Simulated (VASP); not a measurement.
Runs of VASP 6.6.1 on CuO. The structure is that of space group R3m (No. 160), or close to it. The cells are those of the table. 

```csv
task,level,potentials or basis,U,cell,k mesh,k mesh for the DOS,occupations for the DOS,gap on the mesh (eV),pressure (GPa),largest force (eV/Å)
single point,PBE,"VASP PAW PBE potentials, release 64 (Cu, O)",-,"a = 2.993 Å, angles 60.0°, 2 atoms",19 × 19 × 19,-,-,none,19.2,(a)
single point,PBE,"VASP PAW PBE potentials, release 64 (Cu, O)",-,"a = 3.013 Å, angles 60.0°, 2 atoms",11 × 11 × 11,-,-,none,14.7,(b)
single point,LDA+U,"VASP PAW LDA potentials, release 64 (Cu, O)",Cu d U = 5.3 eV,"a = 2.993 Å, angles 60.0°, 2 atoms",11 × 11 × 11,-,-,none,(c),0.63
single point,PBEsol+U,"VASP PAW PBE potentials, release 64 (Cu, O)",Cu d U = 4.5 eV,"a = 2.993 Å, angles 60.0°, 2 atoms",11 × 11 × 11,-,-,none,4.6,0.80
```

Alike in all rows: no spin polarisation; cutoff (eV) 520; smearing fermi-dirac 0.05 eV.

Problem. Estimate the missing entries.

Solution. (a) 1.03; (b) 0.88; (c) -3.6.

Caveats: an odd number of electrons without spin polarisation forces a metal; a magnetic or distorted state may lie lower; semilocal functionals often make such compounds metallic where correlation or magnetic order opens a gap, which also shifts bond lengths (some runs); U without spin polarisation on a metal has little footing (some runs); the PAW data sets were made with another functional, which shifts forces and pressure a little (some runs).

A gap of «none» marks levels without a gap at the run's occupations.
